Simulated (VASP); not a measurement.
Runs of VASP 6.6.1 on SnO. The structure is that of space group P4/nmm (No. 129), or close to it. The cells are those of the table. 

```csv
potentials or basis,cell,cutoff (eV),gap on the mesh (eV),pressure (GPa),largest force (eV/Å)
"VASP PAW PBE potentials, release 64 (Sn_d, O)","a = 4.133, b = 4.133, c = 4.104 Å, 4 atoms",520,0.85,-3.0,0.35
"VASP PAW PBE potentials, release 64 (Sn_d, O_h)","a = 3.945, b = 3.945, c = 4.505 Å, 4 atoms",910,(c),-1.1,0.33
"VASP PAW PBE potentials, release 64 (Sn_d, O)","a = 3.717, b = 3.717, c = 5.075 Å, 4 atoms",520,none,(b),0.47
"VASP PAW PBE potentials, release 64 (Sn_d, O_h)","a = 3.890, b = 3.890, c = 4.634 Å, 4 atoms",910,0.22,-0.5,0.23
"VASP PAW PBE potentials, release 64 (Sn_d, O)","a = 3.611, b = 3.611, c = 5.378 Å, 4 atoms",520,none,(a),1.29
```

Alike in all rows: task single point; level PBE+D3(BJ); no spin polarisation; k mesh 14 × 14 × 12; smearing gaussian 0.15 eV.

Q: Fill in the values left out.

A: (a) 2.2; (b) 1.3; (c) 0.40.

Caveats: spin-orbit coupling is left out, which moves the levels of the heavy elements; the cutoff is under 1.25 times the usual one of these potentials, so pressure, stress and relaxed cells hold a basis-set (Pulay) error (at least some runs); semilocal functionals underestimate gaps, so a narrow gap can read as zero (at least some runs); forces of over 1 eV/Å act on the atoms, so gaps and moduli don't describe the material at rest (at least some runs).

A k mesh can miss the band edges, and the runs leave out spin-orbit coupling on Sn.

A gap of «none» marks levels without a gap at the run's occupations.
